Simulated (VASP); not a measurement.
# Sn in VASP: notebook, part 2 of 2

VASP 6.6.1. The steps go on from the part before.

**4. Single point, r2SCAN**

Contents of POSCAR:

```
Sn
1.0
   -2.9401404553      2.9401404553      1.5993019889
    2.9401404553     -2.9401404553      1.5993019889
    2.9401404553      2.9401404553     -1.5993019889
Sn
2
Direct
    0.0070650000     -0.0047300000     -0.0123030000
    0.7491880000      0.2445090000      0.4991050000
```

Contents of INCAR.step1:

```
PREC = Accurate
ENCUT = 520
ISMEAR = -1
SIGMA = 0.05
LREAL = F
LASPH = T
NELM = 60
NBANDS = 21
GGA = PE
ALGO = Normal
EDIFF = 1E-4
LWAVE = T
LCHARG = F
```

Contents of INCAR.step2:

```
PREC = Accurate
ENCUT = 520
EDIFF = 1E-7
ISMEAR = -1
SIGMA = 0.05
LREAL = F
LASPH = T
NELM = 60
ALGO = Normal
ISIF = 2
LWAVE = F
LCHARG = T
METAGGA = R2SCAN
LMIXTAU = T
LELF = T
LVHAR = T
NBANDS = 21
ISTART = 1
```

Contents of KPOINTS:

```
Automatic mesh
0
Gamma
  7 7 5
```

Potentials or basis: VASP PAW PBE potentials, release 64 (Sn_d).

Started as:

```bash
cat potpaw_PBE.64/Sn_d/POTCAR > POTCAR
cp INCAR.step1 INCAR
mpirun -np 1 vasp_std > vasp.out
cp INCAR.step2 INCAR
mpirun -np 1 vasp_std > vasp.out
```

OUTCAR:

```text
PREC = Accurate
   ENCUT = 520
   EDIFF = 1E-7
   ISMEAR = -1
   LREAL = F
   LASPH = T
   NELM = 60
   ISIF = 2
   METAGGA = R2SCAN
   ISTART = 1

 ion  position               nearest neighbor table
   1  0.007  0.995  0.988-   2 3.00   2 3.03   2 3.05   2 3.11   2 3.73
   2  0.749  0.245  0.499-   1 3.00   1 3.03   1 3.05   1 3.11   1 3.73

  LATTYP: Found a body centered tetragonal cell.
 ALAT       =     5.8802809106
 C/A-ratio  =     0.5439542815

  Lattice vectors:

 A1 = (  -2.9401404553,   2.9401404553,   1.5993019889)
 A2 = (   2.9401404553,  -2.9401404553,   1.5993019889)
 A3 = (   2.9401404553,   2.9401404553,  -1.5993019889)

Analysis of symmetry for initial positions (statically):
=====================================================================
 Subroutine PRICEL returns:
 Original cell was already a primitive cell.

 Routine SETGRP: Setting up the symmetry group for a
 body centered tetragonal supercell.

 Subroutine GETGRP returns: Found  2 space group operations
 (whereof  1 operations were pure point group operations)
 out of a pool of 16 trial point group operations.

The static configuration has the point symmetry C_1 .
 The point group associated with its full space group is S_2 .

Analysis of symmetry for dynamics (positions and initial velocities):
=====================================================================
 Subroutine PRICEL returns:
 Original cell was already a primitive cell.

 Routine SETGRP: Setting up the symmetry group for a
 body centered tetragonal supercell.

 Subroutine GETGRP returns: Found  2 space group operations
 (whereof  1 operations were pure point group operations)
 out of a pool of 16 trial point group operations.

The dynamic configuration has the point symmetry C_1 .
 The point group associated with its full space group is S_2 .

 Subroutine INISYM returns: Found  2 space group operations
 (whereof  1 operations are pure point group operations),
[... 127 lines left out ...]
   TEBEG  =    0.0;   TEEND  =   0.0 temperature during run
   PSTRESS=    0.0 pullay stress
   NELECT =      28.0000    total number of electrons
   NUPDOWN=      -1.0000    fix difference up-down
   EMIN   =  10.00;   EMAX   =-10.00  energy-range for DOS
   EFERMI =   0.00;   METHOD = LEGACY
   ISMEAR =    -1;   SIGMA  =   0.05  broadening in eV -4-tet -1-fermi 0-gaus
   EFERMI_NEDOS =   21; number of points for ismear=-14 and -15
   IALGO  =     38    algorithm
   IMIX   =      4    mixing-type and parameters
     AMIX     =   0.40;   BMIX     =  1.00
     AMIX_MAG =   1.60;   BMIX_MAG =  1.00
  volume/ion in A,a.u.               =      27.65       186.59
  Fermi-wavevector in a.u.,A,eV,Ry     =   1.304824  2.465760 23.164816  1.702566
  Thomas-Fermi vector in A             =   2.435734
   LORBIT       =      0    0 simple, 1 ext, 2 COOP (PROOUT), +10 PAW based schemes
   METAGGA = R2SCAN    functional components
   LHFCALC =     F    Hartree Fock is set to
   AEXX    =    0.0000 exact exchange contribution
   IVDW    =     0    specifies the selected vdW correction
   LEPSILON=     F    determine dielectric tensor
   LRPA    =     F    only Hartree local field effects (RPA)
 non-spin polarized calculation
  energy-cutoff  :      520.00
  volume of cell :       55.30
 maximum number of plane-waves:      1505
 NGX is ok and might be reduce to    36

 number of electron      27.9999998 magnetization

 Free energy of the ion-electron system (eV)
  ---------------------------------------------------
  ext. energy  EPLUGINS =         0.00000000
  ---------------------------------------------------
  free energy    TOTEN  =       -49.25307975 eV

  energy without entropy =      -49.24350509  energy(sigma->0) =      -49.24829242

 E-fermi :   7.5546     XC(G=0): -11.0308

 val. band max:        7.5386755319   @ k =  -0.4286   0.4286   0.0000
 cond. band min:       7.5557818898   @ k =  -0.1429   0.4286   0.2000
 fundamental gap:      0.0171063579
 Fermi energy:         7.5546205602

 k-point     1 :       0.0000    0.0000    0.0000
  band No.  band energies     occupation
      1     -14.6525      2.00000
      2     -14.5662      2.00000
      3     -14.5167      2.00000
      4     -14.5117      2.00000
      5     -14.3577      2.00000
      6     -14.3471      2.00000
[... 565 lines left out ...]
     20      18.3863      0.00000
     21      19.4793      0.00000

 [... further k-points ...]
[... 5 lines left out ...]
  --------------------------------------------------------------------------------------
  -------------------------------------------------------------------------------------
  Total       -0.1930128     -0.0576383      0.0691798     -0.1807665      0.1448212      0.2718053
  in kB       -5.5920372     -1.6699180      2.0043032     -5.2372324      4.1958122      7.8748429
  external PRESSURE =      -1.7525507 kB  Pullay stress =       0.0000000 kB

 VOLUME and BASIS-vectors are now :
 -----------------------------------------------------------------------------
  energy-cutoff  :      520.00
  volume of cell :       55.30
      direct lattice vectors                 reciprocal lattice vectors
    -2.940140455  2.940140455  1.599301989     0.000000000  0.170059903  0.312636390
     2.940140455 -2.940140455  1.599301989     0.170059903  0.000000000  0.312636390
     2.940140455  2.940140455 -1.599301989     0.170059903  0.170059903  0.000000000

 POSITION                                       TOTAL-FORCE (eV/Angst)
 -----------------------------------------------------------------------------------
      5.80943     -0.00149      0.02341         0.154102      0.032648     -0.005884
     -0.01639      2.95127      0.79100        -0.154102     -0.032648      0.005884
 -----------------------------------------------------------------------------------
    total drift:                               -0.000006      0.000009     -0.000014

  FREE ENERGIE OF THE ION-ELECTRON SYSTEM (eV)
  ---------------------------------------------------
  free  energy   TOTEN  =       -49.2530797470 eV

  energy  without entropy=      -49.2435050937  energy(sigma->0) =      -49.24829242
```

OUTCAR.step1:

```text
PREC = Accurate
   ENCUT = 520
   ISMEAR = -1
   LREAL = F
   LASPH = T
   NELM = 60
[... 820 lines left out ...]
 -----------------------------------------------------------------------------------
      5.80943     -0.00149      0.02341         0.183368      0.021740     -0.002928
     -0.01639      2.95127      0.79100        -0.183368     -0.021740      0.002928
 -----------------------------------------------------------------------------------
    total drift:                               -0.000000      0.000002     -0.000010

  FREE ENERGIE OF THE ION-ELECTRON SYSTEM (eV)
  ---------------------------------------------------
  free  energy   TOTEN  =        -7.6130023206 eV

  energy  without entropy=       -7.6024500593  energy(sigma->0) =       -7.60772619
```

Wall time 7.4 min (1 thread of Intel Xeon Platinum 8488C (Sapphire Rapids), shared host); peak memory 0.28 GiB.

Results:

| Property | Result |
| --- | --- |
| Free energy | -49.2531 eV |
| Pressure | -0.2 GPa |
| Largest force | 0.158 eV/Å |
| Band gap on the k mesh | zero (band 14 reaches 9.10 eV, above the bottom of band 15 at 5.77 eV) |

Forces on the atoms (eV/Å):
```
Sn   0.154  0.033 -0.006
Sn  -0.154 -0.033  0.006
```

Stress tensor (GPa, compression positive):
```
-0.56 -0.52  0.79
-0.52 -0.17  0.42
 0.79  0.42  0.20
```

Levels at points of the mesh, in eV from the Fermi level:
```csv
k point,band 11,band 12,band 13,band 14,band 15,band 16,band 17,band 18
"(0.00, 0.00, 0.00)",-11.40,-3.60,-1.99,-1.98,3.49,6.56,6.61,7.25
```

Caveat: the PAW data sets were made with another functional, which shifts forces and pressure a little; spin-orbit coupling is left out, which moves the levels of the heavy elements.

**5. Single point, PBE**

Contents of INCAR:

```
SYSTEM = Sn
ALGO = Fast
EDIFF = 1E-6
ENCUT = 520
GGA = PE
ISIF = 2
ISMEAR = -1
LASPH = .TRUE.
LCHARG = .FALSE.
LREAL = .FALSE.
LWAVE = .FALSE.
NBANDS = 21
NELM = 80
PREC = Accurate
SIGMA = 0.03
```

Contents of KPOINTS:

```
k-points
0
G
  5 5 5
  0 0 0
```

Contents of POSCAR:

```
Sn
1.0
   -2.9401404553      2.9401404553      1.5993019889
    2.9401404553     -2.9401404553      1.5993019889
    2.9401404553      2.9401404553     -1.5993019889
Sn
2
Direct
    0.0000000000      0.0000000000      0.0000000000
    0.7500000000      0.2500000000      0.5000000000
```

Started as:

```bash
cat potpaw_PBE.64/Sn_d/POTCAR > POTCAR
mpirun -np 1 vasp_std > vasp.out
```

It took 16 s on 1 thread of Intel Xeon Platinum 8488C (Sapphire Rapids), shared host; peak memory 0.2 GiB.

The run converged. Its results:

```
Free energy            : -7.6078 eV
Pressure               : 1.7 GPa
Band gap on the k mesh : zero (band 14 reaches 9.07 eV, above the bottom of band 15 at 6.61 eV)
```

Stress tensor (GPa, compression positive):
```
 3.33  0.00  0.00
 0.00  3.33  0.00
 0.00  0.00 -1.52
```

Levels at points of the mesh, in eV from the Fermi level:
```
           k point  band 10  band 11  band 12  band 13  band 14  band 15  band 16  band 17  band 18  band 19
(0.00, 0.00, 0.00)   -21.06   -10.90    -3.61    -1.84    -1.84     3.09     6.22     6.22     6.84     6.94
```

Caveat: the k points lie up to 0.45 Å⁻¹ apart; spin-orbit coupling is left out, which moves the levels of the heavy elements.

**6. Single point, RPBE**

This run uses another cell than the first one, of 29.28 Å³/atom, 1.059 times its volume.

Contents of INCAR:

```
SYSTEM = Sn
PREC = Accurate ; ENCUT = 520
EDIFF = 1E-6 ; ISMEAR = -1
SIGMA = 0.05 ; LREAL = .FALSE.
LASPH = .TRUE. ; NELM = 100
ALGO = Normal ; ISIF = 2
LWAVE = .FALSE. ; LCHARG = .FALSE.
GGA = RP ; NBANDS = 21
```

Contents of KPOINTS:

```
regular mesh
0
G
  9 9 9
  0 0 0
```

Contents of POSCAR:

```
Sn
1.0
   -3.0004039441      3.0004039441      1.6265029836
    3.0004039441     -3.0004039441      1.6265029836
    3.0004039441      3.0004039441     -1.6265029836
Sn
2
Direct
    0.0000000000      0.0000000000      0.0000000000
    0.7500000000      0.2500000000      0.5000000000
```

Potentials or basis: VASP PAW PBE potentials, release 64 (Sn_d).

Started as:

```bash
cat potpaw_PBE.64/Sn_d/POTCAR > POTCAR
mpirun -np 1 vasp_std > vasp.out
```

Wall time 47 s (1 thread of Intel Xeon Platinum 8488C (Sapphire Rapids), shared host); peak memory 0.23 GiB.

Results (log left out):

- Free energy: -6.8700 eV
- Pressure: -0.1 GPa
- Band gap on the k mesh: zero (band 14 reaches 8.36 eV, above the bottom of band 15 at 4.66 eV)

Levels at points of the mesh, in eV from the Fermi level:
| k point | band 10 | band 11 | band 12 | band 13 | band 14 | band 15 | band 16 | band 17 | band 18 | band 19 |
| --- | --- | --- | --- | --- | --- | --- | --- | --- | --- | --- |
| (0.00, 0.00, 0.00) | -21.25 | -10.59 | -3.86 | -1.81 | -1.81 | 3.03 | 5.83 | 5.83 | 6.43 | 6.54 |

Caveat: the PAW data sets were made with another functional, which shifts forces and pressure a little; spin-orbit coupling is left out, which moves the levels of the heavy elements.

**7. Summary**

```csv
level,potentials or basis,cell,k mesh,smearing,gap on the mesh (eV),pressure (GPa),largest force (eV/Å)
LDA,"VASP PAW LDA potentials, release 64 (Sn_d)","a = 4.455 Å, angles 97.4, 97.4, 137.9°, 2 atoms",7 × 7 × 5,methfessel-paxton 0.05 eV,none,-2.9,0.16
r2SCAN,"VASP PAW PBE potentials, release 64 (Sn_d)","a = 4.455 Å, angles 97.4, 97.4, 137.9°, 2 atoms",7 × 7 × 5,fermi-dirac 0.05 eV,none,-0.2,0.16
PBE,"VASP PAW PBE potentials, release 64 (Sn_d)","a = 4.455 Å, angles 97.4, 97.4, 137.9°, 2 atoms",5 × 5 × 5,fermi-dirac 0.03 eV,none,1.7,-
RPBE,"VASP PAW PBE potentials, release 64 (Sn_d)","a = 4.544 Å, angles 97.4, 97.4, 138.1°, 2 atoms",9 × 9 × 9,fermi-dirac 0.05 eV,none,-0.1,-
```

Some of these runs hold the atoms at other places in the same cell, which the table doesn't show; runs alike in all that it shows share one row.

Alike in all rows: task single point; no spin polarisation; cutoff (eV) 520.

Caveats: some runs use coarse meshes; spin-orbit coupling is left out, which moves the levels of the heavy elements; the PAW data sets were made with another functional, which shifts forces and pressure a little (some runs).

Absolute energies hang on the potentials; compare differences alone.
